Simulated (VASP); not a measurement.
# Be3As2 (P-3m1) in VASP: density of states with PBE

Aim: the density of states of Be3As2 with PBE.

Program: VASP 6.6.1. These are calculated values, not measurements. Logs are shortened: lines on timing, memory, paths and dates and some standing lists are left out, and cuts for length are marked.

**1. The cell of the first run**

Symmetry: P-3m1, No. 164, trigonal system. The conventional cell has a = 3.628 Å, b = 3.628 Å, c = 6.015 Å, α = 90.00°, β = 90.00°, γ = 120.00°. Within 3.0 Å of Be (site symmetry 3m) lie 4 As at 2.26 to 2.30 Å and 3 Be at 2.47 Å. Within 3.3 Å of Be (site symmetry -3m) lie 6 As at 2.52 Å and 6 Be at 3.15 Å. Within 3.0 Å of As (site symmetry 3m) lie 7 Be at 2.26 to 2.52 Å.

**2. Density of states, PBE**

POSCAR reads:

```
Be3As2
1.0
    3.6280632369      0.0000000000      0.0000000000
   -1.8140316185      3.1419949297      0.0000000000
    0.0000000000      0.0000000000      6.0149915829
Be As
3 2
Direct
    0.6666666667      0.3333333333      0.8915365635
    0.0000000000      0.0000000000      0.5000000000
    0.3333333333      0.6666666667      0.1084634365
    0.3333333333      0.6666666667      0.7321498414
    0.6666666667      0.3333333333      0.2678501586
```

INCAR.step1 reads:

```
SYSTEM = Be3As2
PREC = Accurate
ENCUT = 520
EDIFF = 1E-6
ISMEAR = 0
SIGMA = 0.1
LREAL = .FALSE.
LASPH = .TRUE.
NELM = 100
ALGO = Normal
ISIF = 2
LWAVE = .FALSE.
LCHARG = .TRUE.
GGA = PE
NBANDS = 16
```

KPOINTS.step1 reads:

```
Automatic mesh
0
G
  12 12 6
  0 0 0
```

INCAR.step2 reads:

```
SYSTEM = Be3As2
PREC = Accurate
ENCUT = 520
EDIFF = 1E-6
ISMEAR = -5
SIGMA = 0.1
LREAL = .FALSE.
LASPH = .TRUE.
NELM = 100
ALGO = Normal
ISIF = 2
LWAVE = .FALSE.
LCHARG = .FALSE.
GGA = PE
LORBIT = 11
NEDOS = 1001
ICHARG = 11
```

KPOINTS.step2 reads:

```
Automatic mesh
0
G
  18 18 9
  0 0 0
```

Potentials or basis: VASP PAW PBE potentials, release 64 (Be, As).

Run with:

```bash
$ cat potpaw_PBE.64/Be/POTCAR potpaw_PBE.64/As/POTCAR > POTCAR
$ cp INCAR.step1 INCAR
$ cp KPOINTS.step1 KPOINTS
$ mpirun -np 1 vasp_std > vasp.out
$ cp INCAR.step2 INCAR
$ cp KPOINTS.step2 KPOINTS
$ mpirun -np 1 vasp_std > vasp.out
```

OUTCAR:

```text
SYSTEM = Be3As2
   PREC = Accurate
   ENCUT = 520
   EDIFF = 1E-6
   ISMEAR = -5
   LREAL = .FALSE.
   LASPH = .TRUE.
   NELM = 100
   ISIF = 2
   GGA = PE
   LORBIT = 11
   ICHARG = 11

 ion  position               nearest neighbor table
   1  0.667  0.333  0.892-   5 2.26   4 2.30   4 2.30   4 2.30
   2  0.000  0.000  0.500-   4 2.52   5 2.52   5 2.52   4 2.52   5 2.52   4 2.52
   3  0.333  0.667  0.108-   4 2.26   5 2.30   5 2.30   5 2.30
   4  0.333  0.667  0.732-   3 2.26   1 2.30   1 2.30   1 2.30   2 2.52   2 2.52   2 2.52
   5  0.667  0.333  0.268-   1 2.26   3 2.30   3 2.30   3 2.30   2 2.52   2 2.52   2 2.52

  LATTYP: Found a hexagonal cell.
 ALAT       =     3.6280632369
 C/A-ratio  =     1.6579070402

  Lattice vectors:

 A1 = (   3.6280632369,   0.0000000000,   0.0000000000)
 A2 = (  -1.8140316185,   3.1419949297,   0.0000000000)
 A3 = (   0.0000000000,   0.0000000000,   6.0149915829)

Analysis of symmetry for initial positions (statically):
=====================================================================
 Subroutine PRICEL returns:
 Original cell was already a primitive cell.

 Routine SETGRP: Setting up the symmetry group for a
 hexagonal supercell.

 Subroutine GETGRP returns: Found 12 space group operations
 (whereof 12 operations were pure point group operations)
 out of a pool of 24 trial point group operations.

The static configuration has the point symmetry D_3d.

Analysis of symmetry for dynamics (positions and initial velocities):
=====================================================================
 Subroutine PRICEL returns:
 Original cell was already a primitive cell.

 Routine SETGRP: Setting up the symmetry group for a
 hexagonal supercell.

 Subroutine GETGRP returns: Found 12 space group operations
 (whereof 12 operations were pure point group operations)
 out of a pool of 24 trial point group operations.

The dynamic configuration has the point symmetry D_3d.

 Subroutine INISYM returns: Found 12 space group operations
 (whereof 12 operations are pure point group operations),
 and found     1 'primitive' translations

----------------------------------------------------------------------------------------

                                     Primitive cell

  volume of cell :      68.5670

  direct lattice vectors                    reciprocal lattice vectors
[... 117 lines left out ...]
  Fermi-wavevector in a.u.,A,eV,Ry     =   1.007882  1.904621 13.821155  1.015826
  Thomas-Fermi vector in A             =   2.140714
   LORBIT       =     11    0 simple, 1 ext, 2 COOP (PROOUT), +10 PAW based schemes
   GGA     = PE    functional components
   LHFCALC =     F    Hartree Fock is set to
   AEXX    =    0.0000 exact exchange contribution
   IVDW    =     0    specifies the selected vdW correction
   LEPSILON=     F    determine dielectric tensor
   LRPA    =     F    only Hartree local field effects (RPA)
 non-spin polarized calculation
 Fermi weights with tetrahedron method with Bloechl corrections
  energy-cutoff  :      520.00
  volume of cell :       68.57
 maximum number of plane-waves:      1870

 number of electron      16.0000000 magnetization

 Free energy of the ion-electron system (eV)
  ---------------------------------------------------
  ext. energy  EPLUGINS =         0.00000000
  ---------------------------------------------------
  free energy    TOTEN  =       -20.34896000 eV

  energy without entropy =      -20.34896000  energy(sigma->0) =      -20.34896000

 E-fermi :   5.8394     XC(G=0): -10.1418

 val. band max:        5.9447690945   @ k =   0.0000   0.0000   0.2222
 cond. band min:       5.8321250792   @ k =   0.0000   0.0556   0.2222
 fundamental gap:     -0.1126440152
 Fermi energy:         5.8394291419

 k-point     1 :       0.0000    0.0000    0.0000
  band No.  band energies     occupation
      1      -7.8548      2.00000
      2      -5.8412      2.00000
      3      -1.6558      2.00000
      4       4.5934      2.00000
      5       4.5934      2.00000
      6       5.5663      2.00000
      7       5.9433      0.19499
      8       5.9433      0.00000
      9       8.6850      0.00000
     10       8.7512      0.00000
     11       8.8958      0.00000
     12       8.8958      0.00000
[... 331 lines left out ...]
 k-point    24 :       0.3889    0.1111    0.0000
  band No.  band energies     occupation
      1      -5.9053      2.00000
      2      -5.0023      2.00000
      3      -0.6065      2.00000
      4       0.3097      2.00000
      5       0.8426      2.00000
      6       1.8007      2.00000
      7       2.4833      2.00000
      8       4.1892      2.00000
      9       6.4695      0.00000
     10       8.1153      0.00000
     11       9.3558      0.00000
     12      10.0002      0.00000

 [... further k-points ...]

------------------------ aborting loop because EDIFF is reached ----------------------------------------

  FORCE on cell =-STRESS in cart. coord.  units (eV):
  Direction    XX          YY          ZZ          XY          YZ          ZX
  --------------------------------------------------------------------------------------
  -------------------------------------------------------------------------------------
  Total        0.2724717      0.2724717      0.2093771     -0.0000000      0.0000000     -0.0000000
  in kB        6.3667333      6.3667333      4.8924285     -0.0000000      0.0000000     -0.0000000
  external PRESSURE =       5.8752983 kB  Pullay stress =       0.0000000 kB

 VOLUME and BASIS-vectors are now :
 -----------------------------------------------------------------------------
  energy-cutoff  :      520.00
  volume of cell :       68.57
      direct lattice vectors                 reciprocal lattice vectors
     3.628063237  0.000000000  0.000000000     0.275629154  0.159134566  0.000000000
    -1.814031619  3.141994930  0.000000000     0.000000000  0.318269132  0.000000000
     0.000000000  0.000000000  6.014991583     0.000000000  0.000000000  0.166251272

 POSITION                                       TOTAL-FORCE (eV/Angst)
 -----------------------------------------------------------------------------------
      1.81403      1.04733      5.36258        -0.000000      0.000000     -0.037482
      0.00000      0.00000      3.00750        -0.000000      0.000000      0.000000
     -0.00000      2.09466      0.65241        -0.000000     -0.000000      0.037482
     -0.00000      2.09466      4.40388        -0.000000      0.000000     -0.030883
      1.81403      1.04733      1.61112         0.000000     -0.000000      0.030883
 -----------------------------------------------------------------------------------
    total drift:                                0.000000     -0.000000     -0.000000

  FREE ENERGIE OF THE ION-ELECTRON SYSTEM (eV)
  ---------------------------------------------------
  free  energy   TOTEN  =       -20.3489600021 eV

  energy  without entropy=      -20.3489600021  energy(sigma->0) =      -20.34896000

 total charge

# of ion       s       p       d       tot
------------------------------------------
    1        0.381   0.608   0.000   0.989
    2        0.329   0.428   0.000   0.757
    3        0.381   0.608   0.000   0.989
    4        1.196   1.665   0.038   2.900
    5        1.196   1.665   0.038   2.900
--------------------------------------------------
tot          3.483   4.975   0.076   8.534
```

OUTCAR.step1:

```text
SYSTEM = Be3As2
   PREC = Accurate
   ENCUT = 520
   EDIFF = 1E-6
   ISMEAR = 0
   LREAL = .FALSE.
[... 691 lines left out ...]
     -0.00000      2.09466      0.65241        -0.000000      0.000000     -0.002671
     -0.00000      2.09466      4.40388         0.000000     -0.000000     -0.030684
      1.81403      1.04733      1.61112        -0.000000      0.000000      0.030684
 -----------------------------------------------------------------------------------
    total drift:                                0.000000     -0.000000     -0.000000

  FREE ENERGIE OF THE ION-ELECTRON SYSTEM (eV)
  ---------------------------------------------------
  free  energy   TOTEN  =       -20.3506605204 eV

  energy  without entropy=      -20.3475934105  energy(sigma->0) =      -20.34912697
```

Run time: 1.8 min. Hardware: 1 thread of Intel Xeon Platinum 8488C (Sapphire Rapids), shared host; peak memory 0.37 GiB.

Results:

| Quantity | Value |
| --- | --- |
| Valence electrons inside the program's atomic spheres | Be 0.99, 0.76; As 2.90 |

Caveat: tetrahedron occupations give inexact forces and stress in metals.
